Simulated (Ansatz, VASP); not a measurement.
# One calculation of Al3Ni5, two programs

The input INCAR:

```
SYSTEM = Al3Ni5
PREC = Accurate
ENCUT = 520
EDIFF = 1E-7
ISMEAR = 0
SIGMA = 0.15
LREAL = .FALSE.
LASPH = .TRUE.
NELM = 100
ALGO = Fast
ISIF = 2
LWAVE = .FALSE.
LCHARG = .TRUE.
GGA = PS
LELF = .TRUE.
LVHAR = .TRUE.
NBANDS = 40
```

KPOINTS

```
regular mesh
0
G
  8 8 10
  0 0 0
```

POSCAR

```
Al3Ni5
1.0
    3.1286656596     -3.5073407196      0.0000000000
    3.1286656596      3.5073407196      0.0000000000
    0.0000000000      0.0000000000      3.8133634330
Al Ni
3 5
Direct
    0.5000000000      0.5000000000      0.0000000000
    0.7796888788      0.2203111212      0.5000000000
    0.2203111212      0.7796888788      0.5000000000
    0.0000000000      0.0000000000      0.0000000000
    0.0000000000      0.5000000000      0.0000000000
    0.5000000000      0.0000000000      0.0000000000
    0.2762373070      0.2762373070      0.5000000000
    0.7237626930      0.7237626930      0.5000000000
```

Input for Ansatz:

```yaml
crystal:
  lattice:
    - [3.1286656596, -3.5073407196, 0.0]
    - [3.1286656596, 3.5073407196, 0.0]
    - [0.0, 0.0, 3.813363433]
  atoms:
    - { symbol: Al, position: [0.5, 0.5, 0.0] }
    - { symbol: Al, position: [0.7796888788, 0.2203111212, 0.5] }
    - { symbol: Al, position: [0.2203111212, 0.7796888788, 0.5] }
    - { symbol: Ni, position: [0.0, 0.0, 0.0] }
    - { symbol: Ni, position: [0.0, 0.5, 0.0] }
    - { symbol: Ni, position: [0.5, 0.0, 0.0] }
    - { symbol: Ni, position: [0.276237307, 0.276237307, 0.5] }
    - { symbol: Ni, position: [0.723762693, 0.723762693, 0.5] }
basis:
  ecutwfc: 420
kpoints:
  mp_grid: { grid: [8, 8, 10] }
hamiltonian:
  xc: pbesol
scf:
  occupations: { method: gaussian, width: 0.15 }
output:
  forces: true
  stress: true
  eigenvalues: true
```

Change from the starting cell: strain -0.050 along x and y, +0.025 along z, atoms carried along.

Alike in both runs: task single point; functional PBEsol; k mesh 8 × 8 × 10; occupations gaussian, width 0.15 eV; no spin polarisation.

|  | VASP | Ansatz |
| --- | --- | --- |
| version | VASP 6.6.1 | Ansatz 0.2.0 |
| potentials or method | VASP PAW PBE potentials, release 64 (Al, Ni), cutoff 520 eV | scalar-relativistic, plane waves, PAW |
| valence electrons in the cell | 59 | 99 |

Ansatz gave:

```
gap on the k mesh at the Fermi level (eV)                     : none
pressure (GPa)                                                : 17.8
traceless stress, the component that is largest in VASP (GPa) : -11.31
rms of the force components (eV/Å)                            : 0.120
```

Problem. What did VASP give for the same quantities?

Solution. gap on the k mesh at the Fermi level (eV): none; pressure (GPa): 18.0; traceless stress, the component that is largest in VASP (GPa): -11.02; rms of the force components (eV/Å): 0.117.

VASP's potentials were made for PBE, not for PBEsol. Atom by atom the forces differ by 0.003 eV/Å (rms over components). A gap of «none» marks a metal or a gap that the smearing closes. The functional is the same, so the differences come from potentials, cutoffs and numerics. VASP's potentials hold 59 valence electrons a cell and Ansatz's 99, so a difference there can come from the potentials and not from the codes.
